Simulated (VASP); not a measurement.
# CuAu (P4/mmm) in VASP: density of states with PBE

Aim: the density of states of CuAu with PBE.

All numbers are computed with VASP 6.6.1; they aren't measurements. Logs are shortened: lines on timing, memory, paths and dates and some standing lists are left out, and cuts for length are marked.

### Step 1. The cell of the first run

Symmetry: P4/mmm, No. 123, tetragonal system. The conventional cell has a = 2.868 Å, b = 2.868 Å, c = 3.649 Å, α = 90.00°, β = 90.00°, γ = 90.00°. Cu (site symmetry 4/mmm) has 8 Au at 2.73 Å and 4 Cu at 2.87 Å within 3.6 Å. Au (site symmetry 4/mmm) has 8 Cu at 2.73 Å and 4 Au at 2.87 Å within 3.6 Å.

### Step 2. Density of states, PBE

Input file POSCAR:

```
CuAu
1.0
    2.8675999088      0.0000000000      0.0000000000
    0.0000000000      2.8675999088      0.0000000000
    0.0000000000      0.0000000000      3.6491041254
Cu Au
1 1
Direct
    0.5000000000      0.5000000000      0.5000000000
    0.0000000000      0.0000000000      0.0000000000
```

Input file INCAR.step1:

```
SYSTEM = CuAu
PREC = Accurate
ENCUT = 520
EDIFF = 1E-6
ISMEAR = 0
SIGMA = 0.1
LREAL = .False.
LASPH = .True.
NELM = 100
ALGO = Fast
ISIF = 2
LWAVE = .False.
LCHARG = .True.
LMAXMIX = 4
GGA = PE
NBANDS = 18
```

Input file KPOINTS.step1:

```
Automatic mesh
0
Gamma
  18 18 18
  0 0 0
```

Input file INCAR.step2:

```
SYSTEM = CuAu
PREC = Accurate
ENCUT = 520
EDIFF = 1E-6
ISMEAR = -5
SIGMA = 0.1
LREAL = .False.
LASPH = .True.
NELM = 100
ALGO = Fast
ISIF = 2
LWAVE = .False.
LCHARG = .False.
LMAXMIX = 4
GGA = PE
LORBIT = 11
NEDOS = 1001
ICHARG = 11
```

Input file KPOINTS.step2:

```
Automatic mesh
0
Gamma
  27 27 27
  0 0 0
```

Potentials or basis: VASP PAW PBE potentials, release 64 (Cu, Au).

On the command line:

```console
cat potpaw_PBE.64/Cu/POTCAR potpaw_PBE.64/Au/POTCAR > POTCAR
cp INCAR.step1 INCAR
cp KPOINTS.step1 KPOINTS
mpirun -np 1 vasp_std > vasp.out
cp INCAR.step2 INCAR
cp KPOINTS.step2 KPOINTS
mpirun -np 1 vasp_std > vasp.out
```

OUTCAR:

```text
SYSTEM = CuAu
   PREC = Accurate
   ENCUT = 520
   EDIFF = 1E-6
   ISMEAR = -5
   LREAL = .False.
   LASPH = .True.
   NELM = 100
   ISIF = 2
   GGA = PE
   LORBIT = 11
   ICHARG = 11

 ion  position               nearest neighbor table
   1  0.500  0.500  0.500-   2 2.73   2 2.73   2 2.73   2 2.73   2 2.73   2 2.73   2 2.73   2 2.73

   2  0.000  0.000  0.000-   1 2.73   1 2.73   1 2.73   1 2.73   1 2.73   1 2.73   1 2.73   1 2.73

  LATTYP: Found a simple tetragonal cell.
 ALAT       =     2.8675999088
 C/A-ratio  =     1.2725290283

  Lattice vectors:

 A1 = (   2.8675999088,   0.0000000000,   0.0000000000)
 A2 = (   0.0000000000,   2.8675999088,   0.0000000000)
 A3 = (   0.0000000000,   0.0000000000,   3.6491041254)

Analysis of symmetry for initial positions (statically):
=====================================================================
 Subroutine PRICEL returns:
 Original cell was already a primitive cell.

 Routine SETGRP: Setting up the symmetry group for a
 simple tetragonal supercell.

 Subroutine GETGRP returns: Found 16 space group operations
 (whereof 16 operations were pure point group operations)
 out of a pool of 16 trial point group operations.

The static configuration has the point symmetry D_4h.

Analysis of symmetry for dynamics (positions and initial velocities):
=====================================================================
 Subroutine PRICEL returns:
 Original cell was already a primitive cell.

 Routine SETGRP: Setting up the symmetry group for a
 simple tetragonal supercell.

 Subroutine GETGRP returns: Found 16 space group operations
 (whereof 16 operations were pure point group operations)
 out of a pool of 16 trial point group operations.

The dynamic configuration has the point symmetry D_4h.

 Subroutine INISYM returns: Found 16 space group operations
 (whereof 16 operations are pure point group operations),
 and found     1 'primitive' translations

----------------------------------------------------------------------------------------

                                     Primitive cell

  volume of cell :      30.0071

  direct lattice vectors                    reciprocal lattice vectors
     2.867599909  0.000000000  0.000000000     0.348723682  0.000000000  0.000000000
     0.000000000  2.867599909  0.000000000     0.000000000  0.348723682  0.000000000
     0.000000000  0.000000000  3.649104125     0.000000000  0.000000000  0.274039864

  length of vectors
     2.867599909  2.867599909  3.649104125     0.348723682  0.348723682  0.274039864

  position of ions in fractional coordinates (direct lattice)
     0.500000000  0.500000000  0.500000000
     0.000000000  0.000000000  0.000000000

  ion indices of the primitive-cell ions
   primitive index   ion index
                 1           1
                 2           2

----------------------------------------------------------------------------------------

 KPOINTS: Automatic mesh

Automatic generation of k-mesh.
 Grid dimensions read from file:
 generate k-points for:   27   27   27

 Generating k-lattice:

  Cartesian coordinates                     Fractional coordinates (reciprocal lattice)
     0.012915692  0.000000000  0.000000000     0.037037037  0.000000000  0.000000000
     0.000000000  0.012915692  0.000000000     0.000000000  0.037037037  0.000000000
     0.000000000  0.000000000  0.010149625     0.000000000  0.000000000  0.037037037

  Length of vectors
     0.012915692  0.012915692  0.010149625

  Shift w.r.t. Gamma in fractional coordinates (k-lattice)
     0.000000000  0.000000000  0.000000000

 TETIRR: Found  29470 inequivalent tetrahedra from   118098

 Subroutine IBZKPT returns following result:
 ===========================================

 Found   1470 irreducible k-points:

 Following reciprocal coordinates:
            Coordinates               Weight
  0.000000  0.000000  0.000000      1.000000
  0.037037  0.000000  0.000000      4.000000
  0.074074  0.000000  0.000000      4.000000
  0.111111  0.000000  0.000000      4.000000
  0.148148  0.000000  0.000000      4.000000
  0.185185  0.000000  0.000000      4.000000
[... 16 lines left out ...]
  0.333333  0.037037  0.000000      8.000000
  0.370370  0.037037  0.000000      8.000000
 [... further k-points ...]
   k-points           NKPTS =   1470   k-points in BZ     NKDIM =   1470   number of bands    NBANDS=     15
   number of dos      NEDOS =   1001   number of ions     NIONS =      2
   total plane-waves  NPLWV =  16128
   dimension x,y,z NGX =    24 NGY =   24 NGZ =   28
   dimension x,y,z NGXF=    48 NGYF=   48 NGZF=   56
   ions per type =               1   1
   NGX,Y,Z   is equivalent  to a cutoff of  13.91, 13.91, 12.76 a.u.
   NGXF,Y,Z  is equivalent  to a cutoff of  27.83, 27.83, 25.51 a.u.
 SYSTEM =  CuAu
   PREC   = accura    normal or accurate (medium, high low for compatibility)
   ISTART =      0    job   : 0-new  1-cont  2-samecut
   ICHARG =     11    charge: 1-file 2-atom 10-const
   ISPIN  =      1    spin polarized calculation?
   LNONCOLLINEAR =      F non collinear calculations
   LSORBIT =      F    spin-orbit coupling
   LASPH  =      T    aspherical Exc in radial PAW
   ENCUT  =  520.0 eV  38.22 Ry    6.18 a.u.   5.33  5.33  6.78*2*pi/ulx,y,z
   NELM   =    100;   NELMIN=  2; NELMDL=  0     # of ELM steps
   EDIFF  = 0.1E-05   stopping-criterion for ELM
   LREAL  =      F    real-space projection
   EDIFFG = 0.1E-04   stopping-criterion for IOM
   NSW    =      0    number of steps for IOM
   IBRION =     -1    ionic relax: 0-MD 1-quasi-New 2-CG
   NFREE  =      0    steps in history (QN), initial steepest desc. (CG)
   ISIF   =      2    stress and relaxation
   ISYM   =      2    0-nonsym 1-usesym 2-fastsym
   POTIM  = 0.5000    time-step for ionic-motion
   TEBEG  =    0.0;   TEEND  =   0.0 temperature during run
   PSTRESS=    0.0 pullay stress
   NELECT =      22.0000    total number of electrons
   NUPDOWN=      -1.0000    fix difference up-down
   EMIN   =  10.00;   EMAX   =-10.00  energy-range for DOS
   EFERMI =   0.00;   METHOD = LEGACY
   ISMEAR =    -5;   SIGMA  =   0.10  broadening in eV -4-tet -1-fermi 0-gaus
   EFERMI_NEDOS =   21; number of points for ismear=-14 and -15
   IALGO  =     68    algorithm
   IMIX   =      4    mixing-type and parameters
     AMIX     =   0.40;   BMIX     =  1.00
     AMIX_MAG =   1.60;   BMIX_MAG =  1.00
  volume/ion in A,a.u.               =      15.00       101.25
  Fermi-wavevector in a.u.,A,eV,Ry     =   1.476187  2.789588 29.648822  2.179127
  Thomas-Fermi vector in A             =   2.590744
   LORBIT       =     11    0 simple, 1 ext, 2 COOP (PROOUT), +10 PAW based schemes
   GGA     = PE    functional components
   LHFCALC =     F    Hartree Fock is set to
   AEXX    =    0.0000 exact exchange contribution
   IVDW    =     0    specifies the selected vdW correction
   LEPSILON=     F    determine dielectric tensor
   LRPA    =     F    only Hartree local field effects (RPA)
 non-spin polarized calculation
 RMM-DIIS sequential band-by-band and
 Fermi weights with tetrahedron method with Bloechl corrections
  energy-cutoff  :      520.00
  volume of cell :       30.01
 maximum number of plane-waves:       826
 NGX is ok and might be reduce to    24

 number of electron      21.9999995 magnetization

 Free energy of the ion-electron system (eV)
  ---------------------------------------------------
  ext. energy  EPLUGINS =         0.00000000
  ---------------------------------------------------
  free energy    TOTEN  =        -7.06511577 eV

  energy without entropy =       -7.06511577  energy(sigma->0) =       -7.06511577

 E-fermi :   8.3004     XC(G=0): -12.4867

 val. band max:        8.3370967097   @ k =   0.4815   0.2593   0.1852
 cond. band min:       8.2784174154   @ k =   0.4074   0.1111   0.4815
 fundamental gap:     -0.0586792943
 Fermi energy:         8.3003516989

 k-point     1 :       0.0000    0.0000    0.0000
  band No.  band energies     occupation
      1      -1.1892      2.00000
      2       1.9881      2.00000
      3       2.1188      2.00000
      4       4.3127      2.00000
      5       4.3127      2.00000
      6       5.2473      2.00000
      7       5.6150      2.00000
      8       6.2402      2.00000
      9       6.6236      2.00000
     10       6.8299      2.00000
     11       6.8299      2.00000
     12      10.8529      0.00000
     13      16.5759      0.00000
     14      17.8251      0.00000
     15      17.8251      0.00000

 k-point     2 :       0.0370    0.0000    0.0000
  band No.  band energies     occupation
      1      -1.1585      2.00000
      2       2.0041      2.00000
      3       2.1343      2.00000
      4       4.2962      2.00000
      5       4.3198      2.00000
      6       5.2351      2.00000
      7       5.6197      2.00000
      8       6.2380      2.00000
      9       6.6100      2.00000
     10       6.7855      2.00000
     11       6.8233      2.00000
     12      10.9382      0.00000
     13      16.5072      0.00000
     14      17.6720      0.00000
     15      17.8780      0.00000
[... 365 lines left out ...]
      3       3.3504      2.00000
      4       3.4578      2.00000
      5       4.5240      2.00000
      6       4.7405      2.00000
      7       5.5957      2.00000
      8       5.6259      2.00000
      9       6.0647      2.00000
     10       6.3995      2.00000
     11       6.4951      2.00000
     12      10.4817      0.00000
     13      15.2054      0.00000
     14      17.2964      0.00000
     15      20.7701      0.00000

 k-point    24 :       0.3704    0.0370    0.0000
  band No.  band energies     occupation
      1       1.2348      2.00000
      2       2.8182      2.00000
      3       3.2340      2.00000
      4       3.6230      2.00000
      5       4.4552      2.00000
      6       4.8035      2.00000
      7       5.5489      2.00000
      8       5.5719      2.00000
      9       6.0174      2.00000
     10       6.3184      2.00000
     11       6.6371      2.00000
     12       9.7256      0.00000
     13      15.9211      0.00000
     14      17.4413      0.00000
     15      20.7905      0.00000

 [... further k-points ...]

------------------------ aborting loop because EDIFF is reached ----------------------------------------

  FORCE on cell =-STRESS in cart. coord.  units (eV):
  Direction    XX          YY          ZZ          XY          YZ          ZX
  --------------------------------------------------------------------------------------
  -------------------------------------------------------------------------------------
  Total        0.0155044      0.0155044      0.0021114      0.0000000      0.0000000     -0.0000000
  in kB        0.8278344      0.8278344      0.1127363      0.0000000      0.0000000     -0.0000000
  external PRESSURE =       0.5894683 kB  Pullay stress =       0.0000000 kB

 VOLUME and BASIS-vectors are now :
 -----------------------------------------------------------------------------
  energy-cutoff  :      520.00
  volume of cell :       30.01
      direct lattice vectors                 reciprocal lattice vectors
     2.867599909  0.000000000  0.000000000     0.348723682  0.000000000  0.000000000
     0.000000000  2.867599909  0.000000000     0.000000000  0.348723682  0.000000000
     0.000000000  0.000000000  3.649104125     0.000000000  0.000000000  0.274039864

 POSITION                                       TOTAL-FORCE (eV/Angst)
 -----------------------------------------------------------------------------------
      1.43380      1.43380      1.82455         0.000000      0.000000      0.000000
      0.00000      0.00000      0.00000         0.000000      0.000000      0.000000
 -----------------------------------------------------------------------------------
    total drift:                                0.000000      0.000000     -0.000000

  FREE ENERGIE OF THE ION-ELECTRON SYSTEM (eV)
  ---------------------------------------------------
  free  energy   TOTEN  =        -7.0651157667 eV

  energy  without entropy=       -7.0651157667  energy(sigma->0) =       -7.06511577

 total charge

# of ion       s       p       d       tot
------------------------------------------
    1        0.369   0.299   9.220   9.888
    2        0.601   0.391   8.701   9.693
--------------------------------------------------
tot          0.971   0.690  17.921  19.581
```

Run time: 5.4 min. Hardware: 1 thread of Intel Xeon Platinum 8488C (Sapphire Rapids), shared host; peak memory 0.86 GiB.

Results:

```
Valence electrons inside the program's atomic spheres : Cu 9.89; Au 9.69
```

Caveat: spin-orbit coupling is left out, which moves the levels of the heavy elements; tetrahedron occupations give inexact forces and stress in metals.
